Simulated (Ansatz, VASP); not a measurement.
One calculation of WC, two programs

INCAR

```
SYSTEM = WC
  PREC = Accurate
  ENCUT = 600
  EDIFF = 1E-6
  ISMEAR = 0
  SIGMA = 0.1
  LREAL = .FALSE.
  LASPH = .TRUE.
  NELM = 120
  ALGO = Normal
  ISIF = 2
  LWAVE = .FALSE.
  LCHARG = .FALSE.
  GGA = PE
  NBANDS = 16
  GGA_COMPAT = .FALSE.
```

File KPOINTS:

```
Automatic mesh
0
G
  8 8 8
  0 0 0
```

File POSCAR:

```
WC
1.0
    0.0000000000      2.1926840000      2.1926840000
    2.1926840000      0.0000000000      2.1926840000
    2.1926840000      2.1926840000      0.0000000000
W C
1 1
Direct
    0.0000000000      0.0000000000      0.0000000000
    0.5000000000      0.5000000000      0.5000000000
```

Input for Ansatz:

```yaml
crystal:
  lattice:
    - [0.0, 2.192684, 2.192684]
    - [2.192684, 0.0, 2.192684]
    - [2.192684, 2.192684, 0.0]
  atoms:
    - { symbol: W, position: [0.0, 0.0, 0.0] }
    - { symbol: C, position: [0.5, 0.5, 0.5] }
basis:
  ecutwfc: 420
kpoints:
  mp_grid: { grid: [8, 8, 8] }
hamiltonian:
  xc: pbe
scf:
  occupations: { method: gaussian, width: 0.1 }
output:
  forces: true
  stress: true
  eigenvalues: true
```

Alike in both runs: task single point; functional PBE; k mesh 8 × 8 × 8; occupations gaussian, width 0.1 eV; no spin polarisation.

|  | VASP | Ansatz |
| --- | --- | --- |
| version | VASP 6.6.1 | Ansatz 0.2.0 |
| potentials or method | VASP PAW PBE potentials, release 64 (W_sv, C), cutoff 600 eV | scalar-relativistic, plane waves, PAW |
| valence electrons in the cell | 18 | 18 |

VASP gave:

```
gap on the k mesh at the Fermi level (eV) : none
pressure (GPa)                            : -0.2
```

Task: Estimate Ansatz's values.

Result: gap on the k mesh at the Fermi level (eV): none; pressure (GPa): -1.0.

A gap of «none» marks a metal or a gap that the smearing closes.

Neither program's run includes spin-orbit coupling.
